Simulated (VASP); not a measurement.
The system is Be.

```xyz
2
Lattice="2.2900 0.0000 0.0000 -1.1450 1.9832 0.0000 0.0000 0.0000 3.5884" Properties=species:S:1:pos:R:3 pbc="T T T"
Be    0.0000    1.3221    2.6913
Be    1.1450    0.6611    0.8971
```

* Program: VASP 6.6.1
* Task: relaxation of cell and atoms
* Functional: PBE
* Potentials or basis: VASP PAW PBE potentials, release 64 (Be)
* Cutoff: 600 eV
* k mesh: 20 × 20 × 12
* Occupations: gaussian, width 0.05 eV
* Spin: no spin polarisation

At the start: pressure -3.3 GPa; volume 8.15 Å³/atom.

**Question.** Where does the relaxation end?

**Answer.** Over 5 steps the energy falls by 2.4 meV/atom and the volume is 7.92 Å³/atom (-2.8 %); space group P6_3/mmc (No. 194, to 0.05 Å).

Step by step:
```csv
step,energy change (eV),largest force (eV/Å),pressure (GPa),volume (Å³)
1,0.0000,0.0000,-3.28,16.30
2,-0.0046,0.0000,-0.44,15.91
3,-0.0047,0.0000,-0.02,15.85
4,-0.0047,0.0000,0.05,15.84
5,-0.0047,0.0000,0.06,15.84
```

Final structure:
```cif
data_structure
_symmetry_space_group_name_H-M 'P 1'
_symmetry_Int_Tables_number 1
_cell_length_a 2.2685
_cell_length_b 2.2685
_cell_length_c 3.5544
_cell_angle_alpha 90.000
_cell_angle_beta 90.000
_cell_angle_gamma 120.000
_cell_volume 15.84
loop_
_atom_site_label
_atom_site_type_symbol
_atom_site_fract_x
_atom_site_fract_y
_atom_site_fract_z
_atom_site_occupancy
Be1 Be 0.33333 0.66667 0.75000 1
Be2 Be 0.66667 0.33333 0.25000 1
```
